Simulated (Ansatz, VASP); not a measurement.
# Two plane-wave programs on Si16O

```
CELL_PARAMETERS angstrom
0.00000 5.43000 5.43000
5.43000 0.00000 5.43000
5.43000 5.43000 0.00000
ATOMIC_POSITIONS crystal
Si 0.98477 0.99705 0.01667
Si 0.12789 0.12389 0.12270
Si 0.04747 0.95617 0.48802
Si 0.07503 0.12989 0.64306
Si 0.01664 0.49733 0.98802
Si 0.12572 0.62286 0.12746
Si 0.00102 0.50121 0.50231
Si 0.17969 0.58501 0.61492
Si 0.49732 0.99930 0.00208
Si 0.60928 0.12693 0.13599
Si 0.44655 0.00443 0.50907
Si 0.57807 0.11641 0.63666
Si 0.50025 0.50100 0.99643
Si 0.64115 0.62335 0.10734
Si 0.55129 0.47259 0.48093
Si 0.62521 0.62941 0.62159
O 0.81282 0.93503 0.56300
```

Alike in both runs: functional PBE; k mesh 2 × 2 × 2; occupations gaussian, width 0.05 eV; collinear spin.

Ansatz relaxed the structure, and its values are those at the end. VASP's run is a single point on that final structure, the one shown.

```csv
,VASP,Ansatz
version,VASP 6.6.1,Ansatz 0.2.0
potentials or method,"VASP PAW PBE potentials, release 64 (Si, O), cutoff 520 eV","scalar-relativistic, plane waves, PAW"
valence electrons in the cell,70,70
```

|  | VASP | Ansatz | Ansatz less VASP |
| --- | --- | --- | --- |
| rms of the force components (eV/Å) | 0.016 | 0.003 | -0.0130 |
| net moment per atom (μB) | 0.00 | 0.00 | 0.000 |

Ansatz's warnings: filled band counts differ across k points, seeded moment not kept.

The k mesh is coarse, so the values compare programs but aren't converged.
